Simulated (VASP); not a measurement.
Crystal: TaN.

```
CELL_PARAMETERS angstrom
3.08157 0.00000 0.00000
1.54079 2.66872 0.00000
1.54079 0.88957 2.51609
ATOMIC_POSITIONS crystal
Ta 0.50000 0.50000 0.50000
N 0.00000 0.00000 0.00000
```

Base run:

```yaml
Program: VASP 6.6.1
Functional: PBE
Potentials_or_basis: VASP PAW PBE potentials, release 64 (Ta_pv, N)
Cutoff: 520 eV
k_mesh: 7 × 7 × 7
Occupations: methfessel-paxton, width 0.1 eV
Spin: no spin polarisation
```

Its results: band gap on the k mesh zero (band 8 reaches 11.25 eV, above the bottom of band 9 at 7.66 eV); pressure 15.4 GPa.

The run is repeated on the same cell with these changes: k mesh from 7 × 7 × 7 to 3 × 3 × 3. What comes out?

Band gap on the k mesh zero (band 8 reaches 9.93 eV, above the bottom of band 9 at 7.65 eV); pressure 22.1 GPa.

Caveats: some runs use coarse meshes; spin-orbit coupling is left out, which moves the levels of the heavy elements.
